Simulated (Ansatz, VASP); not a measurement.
One calculation of Sn2Pb, two programs

```
Sn Pb
1.0
     5.73493    0.00000    0.00000
    -2.86746    4.96659    0.00000
     0.00000    0.00000    3.15028
Sn Pb
2 1
Cartesian
  0.0000 3.3111 0.0000
  2.8675 1.6555 0.0000
  0.0000 0.0000 0.0000
```

Alike in both runs: functional PBE; k mesh 6 × 6 × 12; occupations gaussian, width 0.1 eV; no spin polarisation.

Ansatz relaxed the structure, and its values are those at the end. VASP's run is a single point on that final structure, the one shown.

```csv
,VASP,Ansatz
version,VASP 6.6.1,Ansatz 0.2.0
potentials or method,"VASP PAW PBE potentials, release 64 (Sn_d, Pb_d), cutoff 520 eV","scalar-relativistic, plane waves, PAW"
valence electrons in the cell,42,42
```

VASP gave:

```
gap on the k mesh at the Fermi level (eV) : none
pressure (GPa)                            : -0.1
```

Problem. What did Ansatz give for the same quantities?

Solution. gap on the k mesh at the Fermi level (eV): none; pressure (GPa): 0.0.

A gap of «none» marks a metal or a gap that the smearing closes.

Spin-orbit coupling is off throughout.
